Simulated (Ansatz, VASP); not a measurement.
## MgO in VASP and in Ansatz

File INCAR:

```
PREC = Accurate ; ENCUT = 520
EDIFF = 1E-7 ; ISMEAR = 0
SIGMA = 0.05 ; LREAL = F
LASPH = T ; NELM = 80
ALGO = Normal ; ISIF = 2
LWAVE = F ; LCHARG = F
GGA = PS ; NBANDS = 16
```

File KPOINTS:

```
Automatic mesh
0
Gamma
  9 9 6
```

POSCAR

```
MgO
1.0
    3.3034678116      0.0000000000      0.0000000000
   -1.6517339058      2.8608870454      0.0000000000
    0.0000000000      0.0000000000      5.1198000000
Mg O
2 2
Direct
    0.3333333333      0.6666666667      0.0036583380
    0.6666666667      0.3333333333      0.5036583380
    0.3333333333      0.6666666667      0.4009416620
    0.6666666667      0.3333333333      0.9009416620
```

Input for Ansatz:

```yaml
crystal:
  lattice:
    - [3.3034678116, 0.0, 0.0]
    - [-1.6517339058, 2.8608870454, 0.0]
    - [0.0, 0.0, 5.1198]
  atoms:
    - { symbol: Mg, position: [0.3333333333, 0.6666666667, 0.003658338] }
    - { symbol: Mg, position: [0.6666666667, 0.3333333333, 0.503658338] }
    - { symbol: O, position: [0.3333333333, 0.6666666667, 0.400941662] }
    - { symbol: O, position: [0.6666666667, 0.3333333333, 0.900941662] }
basis:
  ecutwfc: 520.0
kpoints:
  mp_grid: { grid: [9, 9, 6] }
hamiltonian:
  xc: pbesol
  pseudopotentials: { kind: paw, azcp: { folder: soft_1 } }
scf:
  occupations: { method: gaussian, width: 0.05 }
output:
  forces: true
  stress: true
  eigenvalues: true
```

Alike in both runs: task single point; functional PBEsol; k mesh 9 × 9 × 6; occupations gaussian, width 0.05 eV; no spin polarisation.

|  | VASP | Ansatz |
| --- | --- | --- |
| version | VASP 6.6.1 | Ansatz 0.2.0 |
| potentials or method | VASP PAW PBE potentials, release 64 (Mg, O), cutoff 520 eV | scalar-relativistic, plane waves, PAW |
| valence electrons in the cell | 16 | 32 |

|  | VASP | Ansatz | Ansatz less VASP |
| --- | --- | --- | --- |
| gap on the k mesh at the Fermi level (eV) | 3.28 | 3.29 | +0.005 |
| least direct gap on the mesh (eV) | 3.28 | 3.29 | +0.005 |
| pressure (GPa) | -2.3 | -2.0 | +0.33 |
| traceless stress, the component that is largest in VASP (GPa) | -2.10 | -2.10 | +0.004 |
| rms of the force components (eV/Å) | 0.110 | 0.108 | -0.0022 |

VASP's potentials were made for PBE, not for PBEsol, and Ansatz warns of the same on its side. Atom by atom the forces differ by 0.002 eV/Å (rms over components). VASP's potentials hold 16 valence electrons a cell and Ansatz's 32, so a difference there can come from the potentials and not from the codes.
